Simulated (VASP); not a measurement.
# Ag in VASP: further runs

The runs below take Ag through single point, with PBEsol.

All numbers are computed with VASP 6.6.1; they aren't measurements. Logs are shortened: lines on timing, memory, paths and dates and some standing lists are left out, and cuts for length are marked.

## (1) The cell of the first run

The cell holds a slab with vacuum, 4 atoms: a = 2.867 Å, b = 4.054 Å, c = 17.098 Å, α = 90.00°, β = 90.00°, γ = 90.00°.

## (2) Single point, PBEsol

The input, INCAR:

```
  PREC = Accurate
  ENCUT = 520
  EDIFF = 1E-6
  ISMEAR = -1
  SIGMA = 0.05
  LREAL = False
  LASPH = True
  NELM = 100
  ALGO = Normal
  ISIF = 2
  LWAVE = False
  LCHARG = False
  LDIPOL = True
  IDIPOL = 3
  DIPOL = 0.5 0.5 0.500
  GGA = PS
  NBANDS = 30
```

The input, KPOINTS:

```
Automatic mesh
0
Gamma
  14 10 1
```

The input, POSCAR:

```
Ag
1.0
    2.8669514106      0.0000000000      0.0000000000
    0.0000000000      4.0544815675      0.0000000000
    0.0000000000      0.0000000000     17.0977000000
Ag
4
Direct
    0.2500000000      0.2500000000      0.3801673038
    0.7500000000      0.7500000000      0.4544460028
    0.2500000000      0.2500000000      0.5455539924
    0.7500000000      0.7500000000      0.6198326962
```

Potentials or basis: VASP PAW PBE potentials, release 64 (Ag).

On the command line:

```sh
$ cat potpaw_PBE.64/Ag/POTCAR > POTCAR
$ mpirun -np 1 vasp_std > vasp.out
```

OUTCAR:

```text
PREC = Accurate
   ENCUT = 520
   EDIFF = 1E-6
   ISMEAR = -1
   LREAL = False
   LASPH = True
   NELM = 100
   ISIF = 2
   GGA = PS

 ion  position               nearest neighbor table
   1  0.250  0.250  0.380-   2 2.79   2 2.79   2 2.79   2 2.79   3 2.83
   2  0.750  0.750  0.454-   1 2.79   1 2.79   1 2.79   1 2.79   4 2.83   3 2.93   3 2.93   3 2.93
                             3 2.93
   3  0.250  0.250  0.546-   4 2.79   4 2.79   4 2.79   4 2.79   1 2.83   2 2.93   2 2.93   2 2.93
                             2 2.93
   4  0.750  0.750  0.620-   3 2.79   3 2.79   3 2.79   3 2.79   2 2.83

  LATTYP: Found a simple orthorhombic cell.
 ALAT       =     2.8669514106
 B/A-ratio  =     1.4142135624
 C/A-ratio  =     5.9637215813

  Lattice vectors:

 A1 = (   2.8669514106,   0.0000000000,   0.0000000000)
 A2 = (   0.0000000000,   4.0544815675,   0.0000000000)
 A3 = (   0.0000000000,   0.0000000000,  17.0977000000)

Analysis of symmetry for initial positions (statically):
=====================================================================
 Subroutine PRICEL returns:
 Original cell was already a primitive cell.

 Routine SETGRP: Setting up the symmetry group for a
 simple orthorhombic supercell.

 Subroutine GETGRP returns: Found  8 space group operations
 (whereof  2 operations were pure point group operations)
 out of a pool of  8 trial point group operations.

The static configuration has the point symmetry S_2 .
 The point group associated with its full space group is D_2h.

Analysis of symmetry for dynamics (positions and initial velocities):
=====================================================================
 Subroutine PRICEL returns:
 Original cell was already a primitive cell.

 Routine SETGRP: Setting up the symmetry group for a
 simple orthorhombic supercell.

 Subroutine GETGRP returns: Found  8 space group operations
 (whereof  2 operations were pure point group operations)
 out of a pool of  8 trial point group operations.

The dynamic configuration has the point symmetry S_2 .
 The point group associated with its full space group is D_2h.

 Subroutine INISYM returns: Found  8 space group operations
 (whereof  2 operations are pure point group operations),
 and found     1 'primitive' translations

----------------------------------------------------------------------------------------

                                     Primitive cell

  volume of cell :     198.7437

  direct lattice vectors                    reciprocal lattice vectors
     2.866951411  0.000000000  0.000000000     0.348802563  0.000000000  0.000000000
     0.000000000  4.054481567  0.000000000     0.000000000  0.246640658  0.000000000
[... 101 lines left out ...]
   NUPDOWN=      -1.0000    fix difference up-down
   EMIN   =  10.00;   EMAX   =-10.00  energy-range for DOS
   EFERMI =   0.00;   METHOD = LEGACY
   ISMEAR =    -1;   SIGMA  =   0.05  broadening in eV -4-tet -1-fermi 0-gaus
   EFERMI_NEDOS =   21; number of points for ismear=-14 and -15
   IALGO  =     38    algorithm
   IMIX   =      4    mixing-type and parameters
     AMIX     =   0.40;   BMIX     =  1.00
     AMIX_MAG =   1.60;   BMIX_MAG =  1.00
  volume/ion in A,a.u.               =      49.69       335.30
  Fermi-wavevector in a.u.,A,eV,Ry     =   0.990363  1.871516 13.344863  0.980820
  Thomas-Fermi vector in A             =   2.122028
   LORBIT       =      0    0 simple, 1 ext, 2 COOP (PROOUT), +10 PAW based schemes
   GGA     = PS    functional components
   LHFCALC =     F    Hartree Fock is set to
   AEXX    =    0.0000 exact exchange contribution
   IVDW    =     0    specifies the selected vdW correction
   LEPSILON=     F    determine dielectric tensor
   LRPA    =     F    only Hartree local field effects (RPA)
 non-spin polarized calculation
  energy-cutoff  :      520.00
  volume of cell :      198.74
 maximum number of plane-waves:      5383
 NGX is ok and might be reduce to    24
   NGX = 11   NGY = 15   NGZ = 63

 dipolmoment           0.000000      0.000000     -0.000000 electrons x Angstroem

 number of electron      43.9999992 magnetization

 dipolmoment           0.000000      0.000000      0.000000 electrons x Angstroem

 Free energy of the ion-electron system (eV)
  ---------------------------------------------------
  ext. energy  EPLUGINS =         0.00000000
  ---------------------------------------------------
  free energy    TOTEN  =       -11.51414908 eV

  energy without entropy =      -11.50268365  energy(sigma->0) =      -11.50841636

 E-fermi :   0.0784     XC(G=0):  -5.2365

 val. band max:        0.0699632446   @ k =   0.1429   0.0000   0.0000
 cond. band min:       0.1100278179   @ k =   0.0714   0.2000   0.0000
 fundamental gap:      0.0400645733
 Fermi energy:         0.0783541399

 k-point     1 :       0.0000    0.0000    0.0000
  band No.  band energies     occupation
      1      -7.0809      2.00000
      2      -6.2110      2.00000
      3      -5.8824      2.00000
      4      -5.6084      2.00000
      5      -5.3094      2.00000
      6      -4.9599      2.00000
[... 781 lines left out ...]
     29       8.2285      0.00000
     30       8.2285      0.00000

 [... further k-points ...]

------------------------ aborting loop because EDIFF is reached ----------------------------------------

 vacuum level on the upper side and lower side of the slab       (xc-potential included)        -0.229        -0.229

  FORCE on cell =-STRESS in cart. coord.  units (eV):
  Direction    XX          YY          ZZ          XY          YZ          ZX
  --------------------------------------------------------------------------------------
  -------------------------------------------------------------------------------------
  Total       -1.6331830     -0.9637156     -0.0863945     -0.0000000      0.0000000      0.0000000
  in kB      -13.1659462     -7.7690179     -0.6964716     -0.0000000      0.0000000      0.0000000
  external PRESSURE =      -7.2104786 kB  Pullay stress =       0.0000000 kB

 VOLUME and BASIS-vectors are now :
 -----------------------------------------------------------------------------
  energy-cutoff  :      520.00
  volume of cell :      198.74
      direct lattice vectors                 reciprocal lattice vectors
     2.866951411  0.000000000  0.000000000     0.348802563  0.000000000  0.000000000
     0.000000000  4.054481567  0.000000000     0.000000000  0.246640658  0.000000000
     0.000000000  0.000000000 17.097700000     0.000000000  0.000000000  0.058487399

 POSITION                                       TOTAL-FORCE (eV/Angst)
 -----------------------------------------------------------------------------------
      0.71674      1.01362      6.49999         0.000000      0.000000      0.010714
      2.15021      3.04086      7.76998         0.000000     -0.000000      0.002078
      0.71674      1.01362      9.32772         0.000000     -0.000000     -0.002078
      2.15021      3.04086     10.59771         0.000000      0.000000     -0.010714
 -----------------------------------------------------------------------------------
    total drift:                                0.000000      0.000000      0.000080

  FREE ENERGIE OF THE ION-ELECTRON SYSTEM (eV)
  ---------------------------------------------------
  free  energy   TOTEN  =       -11.5141490770 eV

  energy  without entropy=      -11.5026836460  energy(sigma->0) =      -11.50841636

 vacuum level on the upper side and lower side of the slab         4.139         4.139
```

stdout:

```text
POSCAR found type information on POSCAR Ag
 POSCAR found :  1 types and       4 ions
 scaLAPACK will be used
 -----------------------------------------------------------------------------
|                                                                             |
|                                                                             |
|     You enforced a specific xc type in the INCAR file but a different       |
|     I HOPE YOU KNOW WHAT YOU ARE DOING!                                     |
|                                                                             |
 -----------------------------------------------------------------------------

 LDA part: xc-table for (Slater+PW92), standard interpolation
 POSCAR, INCAR and KPOINTS ok, starting setup
 FFT: planning ... GRIDC
 FFT: planning ... GRID_SOFT
 FFT: planning ... GRID
 WAVECAR not read
 entering main loop
```

Wall time 2.7 min (1 thread of AMD EPYC 9R45 (Zen 5), shared host); peak memory 0.37 GiB.

What came out:

- Free energy: -11.5141 eV
- Largest force: 0.011 eV/Å
- Band gap on the k mesh: zero (bands 22 and 23 overlap by 2.87 eV)

Forces on the atoms (eV/Å):
```
Ag   0.000  0.000  0.011
Ag   0.000  0.000  0.002
Ag   0.000  0.000 -0.002
Ag   0.000  0.000 -0.011
```

Levels at points of the mesh, in eV from the Fermi level:
| k point | band 18 | band 19 | band 20 | band 21 | band 22 | band 23 | band 24 | band 25 | band 26 | band 27 |
| --- | --- | --- | --- | --- | --- | --- | --- | --- | --- | --- |
| (0.00, 0.00, 0.00) | -3.29 | -3.15 | -3.05 | -2.73 | -2.69 | -0.45 | 2.45 | 2.87 | 3.89 | 5.25 |
| (0.50, 0.00, 0.00) | -3.00 | -2.88 | -2.88 | -0.08 | -0.08 | 1.35 | 1.35 | 4.50 | 4.50 | 7.78 |
| (0.00, 0.50, 0.00) | -3.11 | -2.94 | -2.94 | -2.83 | -2.83 | -0.91 | -0.91 | 1.69 | 1.69 | 5.54 |
| (0.50, 0.50, 0.00) | -2.91 | -2.88 | -2.88 | 0.78 | 0.78 | 3.69 | 3.69 | 4.01 | 4.01 | 5.14 |

Caveat: the PAW data sets were made with another functional, which shifts forces and pressure a little.

## (3) Single point, PBEsol

The input, INCAR:

```
SYSTEM = Ag
  PREC = Accurate
  ENCUT = 520
  EDIFF = 1E-6
  ISMEAR = -1
  SIGMA = 0.05
  LREAL = .False.
  LASPH = .True.
  NELM = 100
  ALGO = Normal
  ISIF = 2
  LWAVE = .False.
  LCHARG = .False.
  LDIPOL = .True.
  IDIPOL = 3
  DIPOL = 0.5 0.5 0.500
  GGA = PS
  NBANDS = 30
```

The input, KPOINTS:

```
Automatic mesh
0
Gamma
  14 10 1
  0 0 0
```

POSCAR is that of step 2.

Potentials or basis: VASP PAW PBE potentials, release 64 (Ag).

On the command line:

```sh
$ cat potpaw_PBE.64/Ag/POTCAR > POTCAR
$ mpirun -np 1 vasp_std > vasp.out
```

OUTCAR:

```text
SYSTEM = Ag
   PREC = Accurate
   ENCUT = 520
   EDIFF = 1E-6
   ISMEAR = -1
   LREAL = .False.
   LASPH = .True.
   NELM = 100
   ISIF = 2
   GGA = PS

 ion  position               nearest neighbor table
   1  0.250  0.250  0.380-   2 2.79   2 2.79   2 2.79   2 2.79   3 2.83
   2  0.750  0.750  0.454-   1 2.79   1 2.79   1 2.79   1 2.79   4 2.83   3 2.93   3 2.93   3 2.93
                             3 2.93
   3  0.250  0.250  0.546-   4 2.79   4 2.79   4 2.79   4 2.79   1 2.83   2 2.93   2 2.93   2 2.93
                             2 2.93
   4  0.750  0.750  0.620-   3 2.79   3 2.79   3 2.79   3 2.79   2 2.83

  LATTYP: Found a simple orthorhombic cell.
 ALAT       =     2.8669514106
 B/A-ratio  =     1.4142135624
 C/A-ratio  =     5.9637215813

  Lattice vectors:

 A1 = (   2.8669514106,   0.0000000000,   0.0000000000)
 A2 = (   0.0000000000,   4.0544815675,   0.0000000000)
 A3 = (   0.0000000000,   0.0000000000,  17.0977000000)

Analysis of symmetry for initial positions (statically):
=====================================================================
 Subroutine PRICEL returns:
[... 186 lines left out ...]
 Fermi energy:         0.0783541399

 k-point     1 :       0.0000    0.0000    0.0000
  band No.  band energies     occupation
      1      -7.0809      2.00000
      2      -6.2110      2.00000
      3      -5.8824      2.00000
      4      -5.6084      2.00000
      5      -5.3094      2.00000
      6      -4.9599      2.00000
[... 781 lines left out ...]
     29       8.2285      0.00000
     30       8.2285      0.00000

 [... further k-points ...]

------------------------ aborting loop because EDIFF is reached ----------------------------------------

 vacuum level on the upper side and lower side of the slab       (xc-potential included)        -0.229        -0.229

  FORCE on cell =-STRESS in cart. coord.  units (eV):
  Direction    XX          YY          ZZ          XY          YZ          ZX
  --------------------------------------------------------------------------------------
  -------------------------------------------------------------------------------------
  Total       -1.6331830     -0.9637156     -0.0863945     -0.0000000      0.0000000      0.0000000
  in kB      -13.1659462     -7.7690179     -0.6964716     -0.0000000      0.0000000      0.0000000
  external PRESSURE =      -7.2104786 kB  Pullay stress =       0.0000000 kB

 VOLUME and BASIS-vectors are now :
 -----------------------------------------------------------------------------
  energy-cutoff  :      520.00
  volume of cell :      198.74
      direct lattice vectors                 reciprocal lattice vectors
     2.866951411  0.000000000  0.000000000     0.348802563  0.000000000  0.000000000
     0.000000000  4.054481567  0.000000000     0.000000000  0.246640658  0.000000000
     0.000000000  0.000000000 17.097700000     0.000000000  0.000000000  0.058487399

 POSITION                                       TOTAL-FORCE (eV/Angst)
 -----------------------------------------------------------------------------------
      0.71674      1.01362      6.49999         0.000000      0.000000      0.010714
      2.15021      3.04086      7.76998         0.000000     -0.000000      0.002078
      0.71674      1.01362      9.32772         0.000000     -0.000000     -0.002078
      2.15021      3.04086     10.59771         0.000000      0.000000     -0.010714
 -----------------------------------------------------------------------------------
    total drift:                                0.000000      0.000000      0.000080

  FREE ENERGIE OF THE ION-ELECTRON SYSTEM (eV)
  ---------------------------------------------------
  free  energy   TOTEN  =       -11.5141490770 eV

  energy  without entropy=      -11.5026836460  energy(sigma->0) =      -11.50841636

 vacuum level on the upper side and lower side of the slab         4.139         4.139
```

stdout:

```text
POSCAR found type information on POSCAR Ag
 POSCAR found :  1 types and       4 ions
 scaLAPACK will be used
 -----------------------------------------------------------------------------
|                                                                             |
|                                                                             |
|     You enforced a specific xc type in the INCAR file but a different       |
|     I HOPE YOU KNOW WHAT YOU ARE DOING!                                     |
|                                                                             |
 -----------------------------------------------------------------------------

 LDA part: xc-table for (Slater+PW92), standard interpolation
 POSCAR, INCAR and KPOINTS ok, starting setup
 FFT: planning ... GRIDC
 FFT: planning ... GRID_SOFT
 FFT: planning ... GRID
 WAVECAR not read
 entering main loop
```

Wall time 2.7 min (1 thread of AMD EPYC 9R45 (Zen 5), shared host); peak memory 0.36 GiB.

Results:

```
Free energy            : -11.5141 eV
Largest force          : 0.011 eV/Å
Band gap on the k mesh : zero (bands 22 and 23 overlap by 2.87 eV)
```

Forces on the atoms (eV/Å):
```
Ag   0.000  0.000  0.011
Ag   0.000  0.000  0.002
Ag   0.000  0.000 -0.002
Ag   0.000  0.000 -0.011
```

Caveat: the PAW data sets were made with another functional, which shifts forces and pressure a little.

(Continued in part 2 of 2.)

The gap in the log of VASP goes by the Fermi energy; the results here count the filled bands.